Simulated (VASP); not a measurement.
# Cd (C2/m) in VASP: notebook, part 2 of 2

VASP 6.6.1.

## 3. Single point, PBE (atom 1 (Cd) moved by (+0.600, -0.600) A along y and z)

Input file INCAR:

```
SYSTEM = Cd
  ALGO = Fast
  EDIFF = 1E-6
  ENCUT = 520
  GGA = PE
  ISIF = 2
  ISMEAR = 0
  LASPH = .TRUE.
  LCHARG = .FALSE.
  LREAL = .FALSE.
  LWAVE = .FALSE.
  NBANDS = 19
  NELM = 100
  PREC = Accurate
  SIGMA = 0.15
```

Input file KPOINTS:

```
k-points
0
G
  18 18 8
  0 0 0
```

Input file POSCAR:

```
Cd
1.0
    2.9788725081      0.0000000000      0.0000000000
   -1.4894362540      2.5797792666      0.0000000000
    0.0000000000      0.0000000000      5.6176500000
Cd
2
Direct
    0.4496223523      0.8992447045      0.1431937732
    0.6666666667      0.3333333333      0.7500000000
```

Potentials or basis: VASP PAW PBE potentials, release 64 (Cd).

Launch:

```console
> cat potpaw_PBE.64/Cd/POTCAR > POTCAR
> mpirun -np 1 vasp_std > vasp.out
```

OUTCAR:

```text
SYSTEM = Cd
   EDIFF = 1E-6
   ENCUT = 520
   GGA = PE
   ISIF = 2
   ISMEAR = 0
   LASPH = .TRUE.
   LREAL = .FALSE.
   NELM = 100
   PREC = Accurate

 ion  position               nearest neighbor table
   1  0.450  0.899  0.143-   2 2.48   2 3.04   2 3.04   2 3.59
   2  0.667  0.333  0.750-   1 2.48   1 3.04   1 3.04   1 3.59

  LATTYP: Found a hexagonal cell.
 ALAT       =     2.9788725081
 C/A-ratio  =     1.8858309594

  Lattice vectors:

 A1 = (   2.9788725081,   0.0000000000,   0.0000000000)
 A2 = (  -1.4894362540,   2.5797792666,   0.0000000000)
 A3 = (   0.0000000000,   0.0000000000,   5.6176500000)

Analysis of symmetry for initial positions (statically):
=====================================================================
 Subroutine PRICEL returns:
 Original cell was already a primitive cell.

 Routine SETGRP: Setting up the symmetry group for a
 hexagonal supercell.

 Subroutine GETGRP returns: Found  4 space group operations
 (whereof  2 operations were pure point group operations)
 out of a pool of 24 trial point group operations.

The static configuration has the point symmetry C_1h.
 The point group associated with its full space group is C_2h.

Analysis of symmetry for dynamics (positions and initial velocities):
=====================================================================
 Subroutine PRICEL returns:
 Original cell was already a primitive cell.

 Routine SETGRP: Setting up the symmetry group for a
 hexagonal supercell.

 Subroutine GETGRP returns: Found  4 space group operations
 (whereof  2 operations were pure point group operations)
 out of a pool of 24 trial point group operations.

The dynamic configuration has the point symmetry C_1h.
 The point group associated with its full space group is C_2h.

 Subroutine INISYM returns: Found  4 space group operations
 (whereof  2 operations are pure point group operations),
 and found     1 'primitive' translations

[... 112 lines left out ...]
   IMIX   =      4    mixing-type and parameters
     AMIX     =   0.40;   BMIX     =  1.00
     AMIX_MAG =   1.60;   BMIX_MAG =  1.00
  volume/ion in A,a.u.               =      21.59       145.67
  Fermi-wavevector in a.u.,A,eV,Ry     =   1.346115  2.543789 24.654109  1.812026
  Thomas-Fermi vector in A             =   2.473973
   LORBIT       =      0    0 simple, 1 ext, 2 COOP (PROOUT), +10 PAW based schemes
   GGA     = PE    functional components
   LHFCALC =     F    Hartree Fock is set to
   AEXX    =    0.0000 exact exchange contribution
   IVDW    =     0    specifies the selected vdW correction
   LEPSILON=     F    determine dielectric tensor
   LRPA    =     F    only Hartree local field effects (RPA)
 non-spin polarized calculation
 RMM-DIIS sequential band-by-band and
 Gauss-broadening in eV      SIGMA  =   0.15
  energy-cutoff  :      520.00
  volume of cell :       43.17
 maximum number of plane-waves:      1188
 NGX is ok and might be reduce to    24
   NGX = 11   NGY = 11   NGZ = 21

 number of electron      23.9999998 magnetization

 Free energy of the ion-electron system (eV)
  ---------------------------------------------------
  ext. energy  EPLUGINS =         0.00000000
  ---------------------------------------------------
  free energy    TOTEN  =        -0.66291506 eV

  energy without entropy =       -0.65524253  energy(sigma->0) =       -0.65907880

 E-fermi :   3.1018     XC(G=0): -10.9202

 val. band max:        3.1011720615   @ k =  -0.3889  -0.3333   0.1250
 cond. band min:       3.1021750961   @ k =   0.2222   0.1111   0.0000
 fundamental gap:      0.0010030346
 Fermi energy:         3.1017650063

 k-point     1 :       0.0000    0.0000    0.0000
  band No.  band energies     occupation
      1      -7.3332      2.00000
      2      -7.2296      2.00000
      3      -6.6270      2.00000
      4      -6.5911      2.00000
      5      -6.5748      2.00000
      6      -6.4940      2.00000
[... 505 lines left out ...]
      6      -6.2417      2.00000
[... 11 lines left out ...]
     18      17.1898      0.00000
     19      17.9883      0.00000

 [... further k-points ...]

------------------------ aborting loop because EDIFF is reached ----------------------------------------

  FORCE on cell =-STRESS in cart. coord.  units (eV):
  Direction    XX          YY          ZZ          XY          YZ          ZX
  --------------------------------------------------------------------------------------
  -------------------------------------------------------------------------------------
  Total        2.3290288      3.0661146      6.1034507      0.0000000     -2.3247730     -0.0000000
  in kB       86.4363243    113.7915020    226.5149557      0.0000000    -86.2783808     -0.0000000
  external PRESSURE =     142.2475940 kB  Pullay stress =       0.0000000 kB

 VOLUME and BASIS-vectors are now :
 -----------------------------------------------------------------------------
  energy-cutoff  :      520.00
  volume of cell :       43.17
      direct lattice vectors                 reciprocal lattice vectors
     2.978872508  0.000000000  0.000000000     0.335697482  0.193815032  0.000000000
    -1.489436254  2.579779267  0.000000000     0.000000000  0.387630063  0.000000000
     0.000000000  0.000000000  5.617650000     0.000000000  0.000000000  0.178010378

 POSITION                                       TOTAL-FORCE (eV/Angst)
 -----------------------------------------------------------------------------------
      0.00000      2.31985      0.80441        -0.000000     -1.102785      3.170464
      1.48944      0.85993      4.21324         0.000000      1.102785     -3.170464
 -----------------------------------------------------------------------------------
    total drift:                               -0.000000      0.000003      0.000026

  FREE ENERGIE OF THE ION-ELECTRON SYSTEM (eV)
  ---------------------------------------------------
  free  energy   TOTEN  =        -0.6629150644 eV

  energy  without entropy=       -0.6552425259  energy(sigma->0) =       -0.65907880
```

Run time: 7.8 min. Hardware: 1 thread of Intel Xeon 8259CL, shared host; peak memory 0.53 GiB.

Results:

* Free energy: -0.6629 eV
* Pressure: 14.2 GPa
* Largest force: 3.357 eV/Å
* Band gap on the k mesh: zero (bands 12 and 13 overlap by 4.12 eV)

Forces in eV/Å, atoms in the order of the input:
```
Cd   0.000 -1.103  3.170
Cd   0.000  1.103 -3.170
```

Levels at points of the mesh, in eV from the Fermi level:
```tsv
k point	band 9	band 10	band 11	band 12	band 13	band 14	band 15	band 16
(0.00, 0.00, 0.00)	-8.98	-8.76	-8.55	-3.09	-2.73	12.02	13.52	13.74
(0.50, 0.00, 0.00)	-8.51	-8.33	-2.82	-2.06	1.70	3.00	3.26	6.18
(0.00, 0.50, 0.00)	-8.62	-8.46	-2.61	-2.40	2.17	2.65	4.35	5.24
(0.00, 0.00, 0.50)	-8.76	-8.74	-8.57	-6.15	2.29	5.61	14.20	14.37
(0.50, 0.00, 0.50)	-8.51	-8.35	-2.22	-1.84	0.26	0.39	7.70	8.98
(0.00, 0.50, 0.50)	-8.50	-8.46	-2.25	-2.16	0.53	0.60	8.20	8.66
```

Caveat: the cell differs from its parent crystal (atom 1 (Cd) moved by (+0.600, -0.600) A along y and z); the stress differs along the axes, from 9 to 23 GPa; forces of over 1 eV/Å act on the atoms, so gaps and moduli don't describe the material at rest.
